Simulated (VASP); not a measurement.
Set up this calculation in VASP 6.6.1, as the native input.

| Property | Result |
| --- | --- |
| Task | single point |
| Functional | PBE |
| Potentials or basis | VASP PAW PBE potentials, release 64 (Cu, O) |
| Cutoff | 520 eV |
| k mesh | 11 × 11 × 10 |
| Occupations | fermi-dirac, width 0.05 eV |
| Spin | no spin polarisation |
| Dipole correction | no |
| Further INCAR settings | ALGO = Normal; EDIFF = 1e-06; NBANDS = 16 |

The structure of CuO lies in POSCAR:

```
CuO
1.0
    2.8736494575      0.0000000000      0.0000000000
   -1.4368247237      2.4886534331      0.0000000000
    0.0000000000      0.0000000000      2.8045394939
Cu O
1 1
Direct
    0.0000000000      0.0000000000      0.0000000000
    0.6666666667      0.3333333333      0.5000000000
```

The input as run:

INCAR

```
  ALGO = Normal
  EDIFF = 1E-6
  ENCUT = 520
  GGA = PE
  ISIF = 2
  ISMEAR = -1
  LASPH = True
  LCHARG = False
  LREAL = False
  LWAVE = False
  NBANDS = 16
  NELM = 100
  PREC = Accurate
  SIGMA = 0.05
```

KPOINTS

```
k-points
0
Gamma
  11 11 10
```

Potentials or basis: VASP PAW PBE potentials, release 64 (Cu, O).

The run is started by

```sh
$ cat potpaw_PBE.64/Cu/POTCAR potpaw_PBE.64/O/POTCAR > POTCAR
$ mpirun -np 1 vasp_std > vasp.out
```

It gave:

```
Pressure : -6.4 GPa
```

Caveat: an odd number of electrons without spin polarisation forces a metal; a magnetic or distorted state may lie lower.

Run time: 35 s on 1 thread of AMD EPYC 7R43 64-Core Processor (Zen 3), with other jobs on the host, peak memory 0.12 GiB.
